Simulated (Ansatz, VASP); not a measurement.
KSrCl3 in VASP and in Ansatz

File POSCAR:

```
KSrCl3
1.0
    5.6362001392      0.0000000000      0.0000000000
    0.0000000000      5.6362001392      0.0000000000
    0.0000000000      0.0000000000      5.6362001392
K Sr Cl
1 1 3
Direct
    0.0000000000      0.0000000000      0.0000000000
    0.5000000000      0.5000000000      0.5000000000
    0.5000000000      0.5000000000      0.0000000000
    0.5000000000      0.0000000000      0.5000000000
    0.0000000000      0.5000000000      0.5000000000
```

INCAR.step1

```
PREC = Accurate
ENCUT = 520
ISMEAR = 0
SIGMA = 0.01
LREAL = F
LASPH = T
NELM = 100
NBANDS = 28
GGA = PE
ALGO = Normal
EDIFF = 1E-4
LWAVE = T
LCHARG = F
```

File INCAR.step2:

```
PREC = Accurate
ENCUT = 520
EDIFF = 1E-7
ISMEAR = 0
SIGMA = 0.01
LREAL = F
LASPH = T
NELM = 100
ALGO = Normal
ISIF = 2
LWAVE = F
LCHARG = F
METAGGA = R2SCAN
LMIXTAU = T
NBANDS = 28
ISTART = 1
```

File KPOINTS:

```
regular mesh
0
Gamma
  4 4 4
```

Input for Ansatz:

```yaml
crystal:
  lattice:
    - [5.6362001392, 0.0, 0.0]
    - [0.0, 5.6362001392, 0.0]
    - [0.0, 0.0, 5.6362001392]
  atoms:
    - { symbol: K, position: [0.0, 0.0, 0.0] }
    - { symbol: Sr, position: [0.5, 0.5, 0.5] }
    - { symbol: Cl, position: [0.5, 0.5, 0.0] }
    - { symbol: Cl, position: [0.5, 0.0, 0.5] }
    - { symbol: Cl, position: [0.0, 0.5, 0.5] }
kpoints:
  mp_grid: { grid: [4, 4, 4] }
  band_path:
    path: [[0.0, 0.0, 0.0], [0.0, 0.5, 0.0], [0.5, 0.5, 0.0], [0.5, 0.5, 0.5]]
    npoints: 1
hamiltonian:
  xc: r2scan
scf:
  occupations: { method: fixed }
  n_extra_bands: 5
output:
  forces: true
  stress: true
  eigenvalues: true
  write_density: true
  write_potential: true
  elf: true
  volumetric_format: npy
```

Alike in both runs: task single point; functional r2SCAN; k mesh 4 × 4 × 4; no spin polarisation.

|  | VASP | Ansatz |
| --- | --- | --- |
| version | VASP 6.6.1 | Ansatz 0.2.0 |
| potentials or method | VASP PAW PBE potentials, release 64 (K_sv, Sr_sv, Cl) | plane waves, PAW |
| plane-wave cutoff (eV) | 520 | 500 |
| occupations | gaussian, width 0.01 eV | fixed |
| valence electrons in the cell | 40 | 40 |

|  | VASP | Ansatz | Ansatz less VASP |
| --- | --- | --- | --- |
| gap on the k mesh at the Fermi level (eV) | 5.19 | 5.19 | -0.003 |
| pressure (GPa) | 0.0 | 0.0 | -0.03 |

VASP's potentials were made for PBE, not for r2SCAN.
